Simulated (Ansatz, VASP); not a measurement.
## Two plane-wave programs on C

The input INCAR:

```
SYSTEM = C
PREC = Accurate
ENCUT = 520
EDIFF = 1E-6
ISMEAR = 0
SIGMA = 0.1
LREAL = .False.
LASPH = .True.
NELM = 100
ALGO = Normal
ISIF = 2
LWAVE = .False.
LCHARG = .True.
GGA = PS
LELF = .True.
LVHAR = .True.
NBANDS = 36
```

File KPOINTS:

```
Automatic mesh
0
Gamma
  6 6 6
  0 0 0
```

The input POSCAR:

```
C
1.0
    2.8676954686      1.6556647507      4.8905740518
   -2.8676954686      1.6556647507      4.8905740518
    0.0000000000     -3.3113295014      4.8905740518
C
12
Direct
    0.0101900000      0.6536100000      0.0101900000
    0.0101900000      0.0101900000      0.6536100000
    0.6536100000      0.0101900000      0.0101900000
    0.9898100000      0.3463900000      0.9898100000
    0.3463900000      0.9898100000      0.9898100000
    0.9898100000      0.9898100000      0.3463900000
    0.2211800000      0.6306000000      0.2211800000
    0.2211800000      0.2211800000      0.6306000000
    0.6306000000      0.2211800000      0.2211800000
    0.7788200000      0.3694000000      0.7788200000
    0.3694000000      0.7788200000      0.7788200000
    0.7788200000      0.7788200000      0.3694000000
```

Input for Ansatz:

```yaml
crystal:
  lattice:
    - [2.8676954686, 1.6556647507, 4.8905740518]
    - [-2.8676954686, 1.6556647507, 4.8905740518]
    - [0.0, -3.3113295014, 4.8905740518]
  atoms:
    - { symbol: C, position: [0.01019, 0.65361, 0.01019] }
    - { symbol: C, position: [0.01019, 0.01019, 0.65361] }
    - { symbol: C, position: [0.65361, 0.01019, 0.01019] }
    - { symbol: C, position: [0.98981, 0.34639, 0.98981] }
    - { symbol: C, position: [0.34639, 0.98981, 0.98981] }
    - { symbol: C, position: [0.98981, 0.98981, 0.34639] }
    - { symbol: C, position: [0.22118, 0.6306, 0.22118] }
    - { symbol: C, position: [0.22118, 0.22118, 0.6306] }
    - { symbol: C, position: [0.6306, 0.22118, 0.22118] }
    - { symbol: C, position: [0.77882, 0.3694, 0.77882] }
    - { symbol: C, position: [0.3694, 0.77882, 0.77882] }
    - { symbol: C, position: [0.77882, 0.77882, 0.3694] }
basis:
  ecutwfc: 420
kpoints:
  mp_grid: { grid: [6, 6, 6] }
hamiltonian:
  xc: pbesol
scf:
  occupations: { method: gaussian, width: 0.1 }
  lower_state_search: "off"
output:
  forces: true
  stress: true
  eigenvalues: true
```

Alike in both runs: task single point; functional PBEsol; k mesh 6 × 6 × 6; occupations gaussian, width 0.1 eV; no spin polarisation.

|  | VASP | Ansatz |
| --- | --- | --- |
| version | VASP 6.6.1 | Ansatz 0.2.0 |
| potentials or method | VASP PAW PBE potentials, release 64 (C), cutoff 520 eV | scalar-relativistic, plane waves, PAW |
| valence electrons in the cell | 48 | 48 |

```csv
,VASP,Ansatz,Ansatz less VASP
gap on the k mesh at the Fermi level (eV),none,none,-
rms of the force components (eV/Å),0.793,0.798,+0.0055
```

VASP's potentials were made for PBE, not for PBEsol. Atom by atom the forces differ by 0.008 eV/Å (rms over components). A gap of «none» marks a metal or a gap that the smearing closes.
